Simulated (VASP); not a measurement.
A run of VASP 6.6.1 is set up as follows.

The input INCAR:

```
ALGO = Normal
EDIFF = 1E-7
ENCUT = 520
GGA = PE
ISIF = 2
ISMEAR = 0
LASPH = True
LCHARG = False
LREAL = False
LWAVE = False
NBANDS = 22
NELM = 60
PREC = Accurate
SIGMA = 0.1
```

The input KPOINTS:

```
k-points
0
Gamma
  8 8 6
```

POSCAR

```
ScAl3F
1.0
    4.5260951735      0.0000000000      0.0000000000
    0.0000000000      4.5260951735      0.0000000000
    0.0000000000      0.0000000000      6.0157502035
Sc Al F
1 3 1
Direct
    0.5000000000      0.5000000000      0.4140776231
    0.5000000000      0.5000000000      0.9376700821
    0.5000000000      0.0000000000      0.7184521676
    0.0000000000      0.5000000000      0.7184521676
    0.0000000000      0.0000000000      0.7393479295
```

Potentials or basis: VASP PAW PBE potentials, release 64 (Sc_sv, Al, F).

Command:

```sh
$ cat potpaw_PBE.64/Sc_sv/POTCAR potpaw_PBE.64/Al/POTCAR potpaw_PBE.64/F/POTCAR > POTCAR
$ mpirun -np 1 vasp_std > vasp.out
```

(1) Estimate the band gap on the k mesh.

(2) Predict the largest force.

(3) What does it give for the pressure?

Answers

(1) zero (an odd number of electrons rules out a gap without spin polarisation).

(2) 0.003 eV/Å.

(3) -0.1 GPa.

Caveat: an odd number of electrons without spin polarisation forces a metal; a magnetic or distorted state may lie lower.
